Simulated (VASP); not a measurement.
Here is a VASP 6.6.1 calculation.

The input INCAR:

```
SYSTEM = InAs
PREC = Accurate ; ENCUT = 520
EDIFF = 1E-7 ; ISMEAR = -1
SIGMA = 0.05 ; LREAL = .FALSE.
LASPH = .TRUE. ; NELM = 60
ALGO = Normal ; ISIF = 2
LWAVE = .FALSE. ; LCHARG = .FALSE.
GGA = PE ; NBANDS = 16
```

Contents of KPOINTS:

```
Automatic mesh
0
G
  13 13 13
  0 0 0
```

File POSCAR:

```
InAs
1.0
    0.0000000000      2.9671663233      2.9671663233
    2.9671663233      0.0000000000      2.9671663233
    2.9671663233      2.9671663233      0.0000000000
In As
1 1
Direct
    0.0000000000      0.0000000000      0.0000000000
    0.2500000000      0.2500000000      0.2500000000
```

Potentials or basis: VASP PAW PBE potentials, release 64 (In_d, As).

Command:

```console
$ cat potpaw_PBE.64/In_d/POTCAR potpaw_PBE.64/As/POTCAR > POTCAR
$ mpirun -np 1 vasp_std > vasp.out
```

Q: Estimate the pressure.

A: 8.2 GPa.

Caveat: the cell stands under pressure.
